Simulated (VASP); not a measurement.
Crystal: Mg.

```
Mg
1.0
     1.56403    0.90299    2.68504
    -1.56403    0.90299    2.68504
     0.00000   -1.80599    2.68504
Mg
1
Direct
  0.50000 0.50000 0.50000
```

```yaml
Program: VASP 6.6.1
Task: relaxation of cell and atoms
Functional: r2SCAN
Potentials_or_basis: VASP PAW PBE potentials, release 64 (Mg)
Cutoff: 600 eV
k_mesh: 21 × 21 × 21
Occupations: gaussian, width 0.1 eV
Spin: no spin polarisation
```

At the start: pressure -0.2 GPa; volume 22.75 Å³/atom.

Q: How do energy, volume and symmetry change on relaxing?

A: Over 7 steps the energy falls by 6.5 meV/atom and the volume is 22.58 Å³/atom (-0.8 %); space group R-3m (No. 166, to 0.1 Å) before, Fm-3m (No. 225, to 0.1 Å).

Step by step:
| step | energy change (eV) | largest force (eV/Å) | pressure (GPa) | volume (Å³) |
| --- | --- | --- | --- | --- |
| 1 | 0.0000 | 0.0000 | -0.19 | 22.75 |
| 2 | -0.0045 | 0.0000 | -0.11 | 22.66 |
| 3 | -0.0064 | 0.0000 | 0.11 | 22.50 |
| 4 | -0.0064 | 0.0000 | 0.09 | 22.52 |
| 5 | -0.0064 | 0.0000 | 0.09 | 22.53 |
| 6 | -0.0064 | 0.0000 | 0.08 | 22.53 |
| 7 | -0.0065 | 0.0000 | 0.01 | 22.58 |

Final structure:
```xyz
1
Lattice="1.5855 0.9154 2.5927 -1.5855 0.9154 2.5927 0.0000 -1.8308 2.5927" Properties=species:S:1:pos:R:3 pbc="T T T"
Mg    0.0000    0.0000    3.8890
```

Caveat: the PAW data sets were made with another functional, which shifts forces and pressure a little.
